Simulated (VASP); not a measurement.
# AlGa3N4 (Pm) in VASP: a series of runs, part 2 of 2

VASP 6.6.1. The steps go on from the part before.

### 4 Single point, PBEsol

This run uses another cell than the first one: it holds 16 atoms, not 8.

File INCAR:

```
PREC = Accurate ; ENCUT = 520
EDIFF = 1E-6 ; ISMEAR = 0
SIGMA = 0.01 ; LREAL = Auto
LASPH = True ; NELM = 100
ALGO = Normal ; ISIF = 2
LWAVE = False ; LCHARG = False
GGA = PS ; NBANDS = 76
```

File KPOINTS:

```
Automatic mesh
0
Gamma
  6 6 6
```

File POSCAR:

```
AlGa3N4
1.0
   -5.1423511934      3.1649848001     -0.0001215046
    5.1423511934      3.1649848001      0.0001215046
    0.0035856877     -3.1649848001     -5.4784941318
Al Ga N
2 6 8
Direct
    0.9160194779      0.9166228992      0.3326423771
    0.4160194779      0.4166228992      0.3326423771
    0.8329818583      0.3320985614      0.6650804197
    0.3329818584      0.8320985614      0.6650804197
    0.3347078071      0.8337351927      0.1684429997
    0.8347078070      0.3337351926      0.1684429997
    0.4169788447      0.4168406261      0.8338194708
    0.9169788447      0.9168406261      0.8338194708
    0.0201169155      0.1397856688      0.6599025842
    0.5201169155      0.6397856688      0.6599025842
    0.5279889814      0.6456349603      0.1736239417
    0.0279889814      0.1456349603      0.1736239417
    0.6066700363      0.2271136762      0.8337837125
    0.1066700363      0.7271136762      0.8337837125
    0.6007355738      0.2319679204      0.3327034943
    0.1007355739      0.7319679204      0.3327034943
```

Potentials or basis: VASP PAW PBE potentials, release 64 (Al, Ga_d, N).

Run with:

```console
$ cat potpaw_PBE.64/Al/POTCAR potpaw_PBE.64/Ga_d/POTCAR potpaw_PBE.64/N/POTCAR > POTCAR
$ mpirun -np 1 vasp_std > vasp.out
```

OUTCAR:

```text
PREC = Accurate
   ENCUT = 520
   EDIFF = 1E-6
   ISMEAR = 0
   LREAL = Auto
   LASPH = True
   NELM = 100
   ISIF = 2
   GGA = PS

 ion  position               nearest neighbor table
   1  0.916  0.917  0.333-   9 1.89  16 1.90  12 1.90  11 1.90   2 3.16   2 3.16
   2  0.416  0.417  0.333-  10 1.89  15 1.90  12 1.90  11 1.90   1 3.16   1 3.16
   3  0.833  0.332  0.665-  14 1.94  13 1.94  15 1.94   9 1.95
   4  0.333  0.832  0.665-  13 1.94  14 1.94  16 1.94  10 1.95
   5  0.335  0.834  0.168-  14 1.94  15 1.94  16 1.94  11 1.96
   6  0.835  0.334  0.168-  13 1.94  15 1.94  16 1.94  12 1.96
   7  0.417  0.417  0.834-   9 1.95  10 1.95  13 1.95  11 1.96
[... 2101 lines left out ...]
  in kB       -1.1858575     -1.8335124     -1.8372977      0.0000000      0.0000000     -0.0587015
  external PRESSURE =      -1.6188892 kB  Pullay stress =       0.0000000 kB

 VOLUME and BASIS-vectors are now :
 -----------------------------------------------------------------------------
  energy-cutoff  :      520.00
  volume of cell :      178.33
      direct lattice vectors                 reciprocal lattice vectors
    -5.142351193  3.164984800 -0.000121505    -0.097229630  0.157978642 -0.091329592
     5.142351193  3.164984800  0.000121505     0.097233943  0.157978642 -0.091202315
     0.003585688 -3.164984800 -5.478494132     0.000004313  0.000000000 -0.182531908

 POSITION                                       TOTAL-FORCE (eV/Angst)
 -----------------------------------------------------------------------------------
      0.00430      4.74748     -1.82238         0.005136     -0.000000      0.002696
      0.00430      1.58249     -1.82238         0.005136     -0.000000      0.002696
     -2.57333      1.58249     -3.64370         0.005346     -0.000000     -0.002243
      2.56902      1.58249     -3.64358         0.005346     -0.000000     -0.002243
      2.56678      3.16498     -0.92275         0.007743      0.000000      0.000480
     -2.57557      3.16498     -0.92287         0.007743      0.000000      0.000480
[... 8 lines left out ...]
     -1.89514      1.58249     -1.82276        -0.014487     -0.000000     -0.001703
      3.24721      1.58249     -1.82264        -0.014487     -0.000000     -0.001703
 -----------------------------------------------------------------------------------
    total drift:                                0.005569     -0.000008      0.000085

  FREE ENERGIE OF THE ION-ELECTRON SYSTEM (eV)
  ---------------------------------------------------
  free  energy   TOTEN  =      -110.0577358166 eV

  energy  without entropy=     -110.0577358166  energy(sigma->0) =     -110.05773582
```

OSZICAR:

```text
N       E                     dE             d eps       ncg     rms          rms(c)
DAV:   1     0.166765218616E+04    0.16677E+04   -0.51860E+04 11544   0.280E+03
DAV:   2     0.310779170119E+03   -0.13569E+04   -0.12817E+04 10376   0.807E+02
DAV:   3    -0.833078371813E+02   -0.39409E+03   -0.37497E+03 12992   0.265E+02
DAV:   4    -0.123102951871E+03   -0.39795E+02   -0.39257E+02 12444   0.895E+01
DAV:   5    -0.125665289513E+03   -0.25623E+01   -0.25527E+01 15200   0.240E+01    0.212E+01
DAV:   6    -0.109685403692E+03    0.15980E+02   -0.54352E+01 19176   0.621E+01    0.645E+00
DAV:   7    -0.110228584158E+03   -0.54318E+00   -0.93128E+00 11900   0.129E+01    0.542E+00
DAV:   8    -0.110130188445E+03    0.98396E-01   -0.13482E+00 15928   0.130E+01    0.152E+00
DAV:   9    -0.110054405208E+03    0.75783E-01   -0.36499E-01 17168   0.835E+00    0.590E-01
DAV:  10    -0.110057100589E+03   -0.26954E-02   -0.50007E-02 13040   0.148E+00    0.234E-01
DAV:  11    -0.110057513788E+03   -0.41320E-03   -0.76353E-03 16060   0.132E+00    0.728E-02
DAV:  12    -0.110057672191E+03   -0.15840E-03   -0.19000E-03 13284   0.673E-01    0.381E-02
DAV:  13    -0.110057735110E+03   -0.62919E-04   -0.73842E-04 14528   0.176E-01    0.293E-02
DAV:  14    -0.110057735419E+03   -0.30890E-06   -0.31201E-05 17300   0.142E-01    0.174E-02
DAV:  15    -0.110057734074E+03    0.13451E-05   -0.15422E-05 16552   0.107E-01    0.368E-03
DAV:  16    -0.110057735735E+03   -0.16608E-05   -0.16517E-05 11736   0.262E-02    0.186E-03
DAV:  17    -0.110057735817E+03   -0.81967E-07   -0.74232E-07  7240   0.896E-03
   1 F= -.11005774E+03 E0= -.11005774E+03  d E =-.279799E-48
```

stdout:

```text
POSCAR found type information on POSCAR AlGaN
 POSCAR found :  3 types and      16 ions
 scaLAPACK will be used
 -----------------------------------------------------------------------------
|                                                                             |
|                                                                             |
|     You enforced a specific xc type in the INCAR file but a different       |
|     I HOPE YOU KNOW WHAT YOU ARE DOING!                                     |
|                                                                             |
 -----------------------------------------------------------------------------

 LDA part: xc-table for (Slater+PW92), standard interpolation
 POSCAR, INCAR and KPOINTS ok, starting setup
 FFT: planning ... GRIDC
 FFT: planning ... GRID_SOFT
 FFT: planning ... GRID
 WAVECAR not read
 entering main loop
```

Run time: 48 min. Hardware: 1 thread of Oxide Virtual Turin-like, shared host; peak memory 0.66 GiB.

Results:

```yaml
Free_energy: -110.0577 eV
Pressure: -0.2 GPa
Largest_force: 0.015 eV/Å
Band_gap_on_the_k_mesh: 2.38 eV
```

Forces in eV/Å, atoms in the order of the input:
```
Al   0.005  0.000  0.003
Al   0.005  0.000  0.003
Ga   0.005  0.000 -0.002
Ga   0.005  0.000 -0.002
Ga   0.008  0.000  0.000
Ga   0.008  0.000  0.000
Ga  -0.010  0.000  0.004
Ga  -0.010  0.000  0.004
N    0.004  0.000 -0.009
N    0.004  0.000 -0.009
N    0.003  0.000  0.006
N    0.003  0.000  0.006
N    0.000  0.000 -0.001
N    0.000  0.000 -0.001
N   -0.014  0.000 -0.002
N   -0.014  0.000 -0.002
```

Caveat: the PAW data sets were made with another functional, which shifts forces and pressure a little.

### 5 Single point, PBEsol (biaxial strain in the a-b plane: -3.0 %)

File INCAR:

```
SYSTEM = AlGa3N4
PREC = Accurate
ENCUT = 520
EDIFF = 1E-6
ISMEAR = 0
SIGMA = 0.02
LREAL = .FALSE.
LASPH = .TRUE.
NELM = 100
ALGO = Normal
ISIF = 2
LWAVE = .FALSE.
LCHARG = .FALSE.
GGA = PS
NBANDS = 41
```

File KPOINTS:

```
regular mesh
0
G
  6 8 6
  0 0 0
```

File POSCAR:

```
AlGa3N4
1.0
    4.9880806634      0.0000000000      0.0000000000
    0.0000000000      3.0700352560      0.0000000000
   -0.0033525526      0.0000000000      5.5771071159
Al Ga N
1 3 4
Direct
    0.0016534314      0.5000000000      0.6667947422
    0.5002918716      0.5000000000      0.3357496879
    0.5001304188      0.0000000000      0.8324071223
    1.0011328698      0.0000000000      0.1653054391
    0.1183970498      0.5000000000      0.3424609837
    0.1165396214      0.0000000000      0.8288605914
    0.6193907307      0.0000000000      0.1636323794
    0.6300640165      0.5000000000      0.6647900541
```

Run with:

```console
$ cat potpaw_PBE.64/Al/POTCAR potpaw_PBE.64/Ga_d/POTCAR potpaw_PBE.64/N/POTCAR > POTCAR
$ mpirun -np 1 vasp_std > vasp.out
```

It took 5.6 min on 1 thread of Oxide Virtual Turin-like, shared host; peak memory 0.35 GiB.

The run converged. Its results:

```yaml
Free_energy: -54.8112 eV
Pressure: 9.0 GPa
Largest_force: 0.314 eV/Å
Band_gap_on_the_k_mesh: 2.57 eV
```

Forces in eV/Å, atoms in the order of the input:
```
Al   0.186  0.000 -0.214
Ga   0.169  0.000  0.222
Ga   0.149  0.000  0.226
Ga   0.159  0.000 -0.218
N   -0.175  0.000  0.251
N   -0.138  0.000  0.250
N   -0.161  0.000 -0.270
N   -0.190  0.000 -0.247
```

Stress tensor (GPa, compression positive):
```
14.73  0.00  0.00
 0.00 13.03  0.00
 0.00  0.00 -0.91
```

Levels at points of the mesh, in eV from the valence-band top:
| k point | band 27 | band 28 | band 29 | band 30 | band 31 | band 32 | band 33 | band 34 | band 35 | band 36 |
| --- | --- | --- | --- | --- | --- | --- | --- | --- | --- | --- |
| (0.00, 0.00, 0.00) | -1.17 | -0.78 | -0.32 | -0.11 | 0.00 | 2.57 | 4.53 | 5.54 | 6.10 | 6.76 |
| (0.50, 0.00, 0.00) | -1.73 | -1.11 | -0.73 | -0.72 | -0.39 | 4.55 | 4.67 | 4.71 | 5.11 | 8.15 |
| (0.00, 0.50, 0.00) | -3.74 | -2.30 | -2.25 | -2.03 | -2.02 | 5.57 | 5.59 | 7.10 | 7.14 | 7.40 |
| (0.50, 0.50, 0.00) | -3.58 | -1.78 | -1.51 | -1.46 | -1.45 | 5.86 | 5.95 | 6.08 | 6.28 | 7.85 |
| (0.00, 0.00, 0.50) | -1.84 | -0.93 | -0.76 | -0.56 | -0.25 | 4.84 | 5.03 | 6.46 | 6.68 | 7.44 |
| (0.50, 0.00, 0.50) | -2.02 | -1.58 | -1.15 | -1.11 | -1.06 | 5.55 | 5.62 | 5.70 | 5.98 | 7.44 |
| (0.00, 0.50, 0.50) | -3.13 | -2.42 | -2.30 | -1.25 | -1.14 | 4.38 | 4.83 | 5.60 | 5.65 | 6.14 |
| (0.50, 0.50, 0.50) | -2.20 | -2.13 | -1.84 | -1.72 | -1.68 | 4.27 | 4.41 | 4.45 | 4.84 | 7.34 |

Caveat: the cell differs from its parent crystal (biaxial strain in the a-b plane: -3.0 %); the stress differs along the axes, from -1 to 15 GPa; the PAW data sets were made with another functional, which shifts forces and pressure a little.

### 6 Single point, PBEsol (biaxial strain in the a-b plane: -3.0 %, then relaxed in part)

File INCAR:

```
SYSTEM = AlGa3N4
PREC = Accurate ; ENCUT = 520
EDIFF = 1E-6 ; ISMEAR = 0
SIGMA = 0.02 ; LREAL = .FALSE.
LASPH = .TRUE. ; NELM = 60
ALGO = Normal ; ISIF = 2
LWAVE = .FALSE. ; LCHARG = .FALSE.
GGA = PS ; NBANDS = 41
```

File KPOINTS:

```
Automatic mesh
0
G
  6 8 6
  0 0 0
```

File POSCAR:

```
AlGa3N4
1.0
    4.9880805124      0.0000000000      0.0012274031
    0.0000000000      3.0700352560      0.0000000000
   -0.0019802093      0.0000000000      5.5914203965
Al Ga N
1 3 4
Direct
    0.0028855373      0.5000000000      0.6660649871
    0.5016994840      0.5000000000      0.3367086715
    0.5014687511      0.0000000000      0.8334604991
    1.0027133786      0.0000000000      0.1642684326
    0.1168902628      0.5000000000      0.3448189730
    0.1151748531      0.0000000000      0.8313487239
    0.6181026360      0.0000000000      0.1610588415
    0.6286651071      0.5000000000      0.6622718716
```

Potentials or basis: VASP PAW PBE potentials, release 64 (Al, Ga_d, N).

Run with:

```console
$ cat potpaw_PBE.64/Al/POTCAR potpaw_PBE.64/Ga_d/POTCAR potpaw_PBE.64/N/POTCAR > POTCAR
$ mpirun -np 1 vasp_std > vasp.out
```

It took 4.5 min on 1 thread of Oxide Virtual Turin-like, shared host; peak memory 0.35 GiB.

It converged, with:

| Property | Result |
| --- | --- |
| Free energy | -54.8246 eV |
| Pressure | 8.1 GPa |
| Largest force | 0.016 eV/Å |
| Band gap on the k mesh | 2.54 eV |

Forces on the atoms (eV/Å):
```
Al   0.003  0.000 -0.001
Ga   0.000  0.000 -0.003
Ga   0.002  0.000 -0.002
Ga  -0.007  0.000  0.005
N    0.006  0.000 -0.010
N    0.010  0.000  0.009
N    0.001  0.000  0.002
N   -0.016  0.000  0.000
```

Stress tensor (GPa, compression positive):
```
12.83  0.00  0.01
 0.00 11.74  0.00
 0.01  0.00 -0.21
```

Levels at points of the mesh, in eV from the valence-band top:
```
           k point  band 29  band 30  band 31  band 32  band 33  band 34
(0.00, 0.00, 0.00)    -0.38    -0.10     0.00     2.54     4.46     5.55
(0.50, 0.00, 0.00)    -0.80    -0.69    -0.36     4.52     4.63     4.67
(0.00, 0.50, 0.00)    -2.32    -1.99    -1.97     5.56     5.59     7.06
(0.50, 0.50, 0.00)    -1.50    -1.43    -1.43     5.83     5.92     6.05
(0.00, 0.00, 0.50)    -0.76    -0.56    -0.25     4.80     4.99     6.43
(0.50, 0.00, 0.50)    -1.14    -1.09    -1.04     5.52     5.59     5.66
(0.00, 0.50, 0.50)    -2.24    -1.30    -1.21     4.33     4.78     5.55
(0.50, 0.50, 0.50)    -1.83    -1.71    -1.66     4.27     4.40     4.44
```

Caveat: the cell differs from its parent crystal (biaxial strain in the a-b plane: -3.0 %, then relaxed in part); the stress differs along the axes, from -0 to 13 GPa; the PAW data sets were made with another functional, which shifts forces and pressure a little.

### 7 The runs side by side

```tsv
task	cell	k mesh	cutoff (eV)	smearing	gap on the mesh (eV)	pressure (GPa)	largest force (eV/Å)
single point	a = 5.061, b = 3.116, c = 5.392 Å, 8 atoms, atomic positions A	6 × 8 × 6	520	gaussian 0.02 eV	2.71	9.9	0.02
relaxation of shape and atoms at fixed volume	relaxed from a = 4.982, b = 3.068, c = 5.309 Å, 8 atoms, atomic positions B	6 × 8 × 6	600	gaussian 0.02 eV	3.03	21.7	0.01
single point	a = 6.038, b = 6.038, c = 6.327 Å, angles 105.2, 105.2, 116.8°, 16 atoms, atomic positions C	6 × 6 × 6	520	gaussian 0.01 eV	2.38	-0.2	0.01
single point	a = 4.988, b = 3.070, c = 5.577 Å, 8 atoms, atomic positions D	6 × 8 × 6	520	gaussian 0.02 eV	2.57	9.0	0.31
single point	a = 4.988, b = 3.070, c = 5.591 Å, 8 atoms, atomic positions E	6 × 8 × 6	520	gaussian 0.02 eV	2.54	8.1	0.02
```

Alike in all rows: level PBEsol; potentials or basis VASP PAW PBE potentials, release 64 (Al, Ga_d, N); no spin polarisation.

Caveats: the PAW data sets were made with another functional, which shifts forces and pressure a little; the cell stands under pressure (at least some runs); the stress differs along the axes, from -1 to 15 GPa (at least some runs); the stress differs along the axes, from -0 to 13 GPa (at least some runs).

Absolute energies hang on the potentials; compare differences alone.
